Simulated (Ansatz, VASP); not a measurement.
## BAs: VASP beside Ansatz

INCAR

```
PREC = Accurate ; ENCUT = 500
EDIFF = 1E-6 ; ISMEAR = -1
SIGMA = 0.03 ; LREAL = F
LASPH = T ; NELM = 120
ALGO = Normal ; ISIF = 2
LWAVE = F ; LCHARG = T
GGA = PE ; LELF = T
LVHAR = T ; NBANDS = 11
GGA_COMPAT = F
```

File KPOINTS:

```
Automatic mesh
0
Gamma
  7 5 4
```

The input POSCAR:

```
BAs
1.0
    2.1275493300      0.0000000000      0.0000000000
    0.0000000000      3.1740629400      0.0000000000
    0.0000000000      0.0000000000      4.9509801800
B As
1 1
Direct
    0.0000000000      0.5000000000      0.0000000000
    0.5000000000      0.5000000000      0.5000000000
```

File input.yaml:

```yaml
crystal:
  lattice:
    - [2.12754933, 0.0, 0.0]
    - [0.0, 3.17406294, 0.0]
    - [0.0, 0.0, 4.95098018]
  atoms:
    - { symbol: B, position: [0.0, 0.5, 0.0] }
    - { symbol: As, position: [0.5, 0.5, 0.5] }
kpoints:
  mp_grid: { grid: [7, 5, 4] }
scf:
  occupations: { method: fermi_dirac, width: 0.03 }
hamiltonian:
  xc: pbe
  pseudopotentials: { kind: all_electron, lapw: { basis_error: 0.002 } }
output:
  forces: true
  stress: true
  eigenvalues: true
```

Alike in both runs: task single point; functional PBE; k mesh 7 × 5 × 4; occupations fermi-dirac, width 0.03 eV; no spin polarisation.

|  | VASP | Ansatz |
| --- | --- | --- |
| version | VASP 6.6.1 | Ansatz 0.2.0 |
| potentials or method | VASP PAW PBE potentials, release 64 (B, As), cutoff 500 eV | all-electron LAPW, scalar-relativistic |

VASP gave:

* gap on the k mesh at the Fermi level (eV): none
* pressure (GPa): 4.5
* traceless stress, the component that is largest in VASP (GPa): 18.76

Q: Estimate Ansatz's values.

A: gap on the k mesh at the Fermi level (eV): none; pressure (GPa): 3.9; traceless stress, the component that is largest in VASP (GPa): 17.72.

A gap of «none» marks a metal or a gap that the smearing closes. Ansatz ran all-electron here, and VASP with PAW potentials.

The k mesh is coarse, so the values compare programs but aren't converged. Noted on Ansatz's run: the k mesh is thin for a metal, which can move the energy by tens of meV per atom.
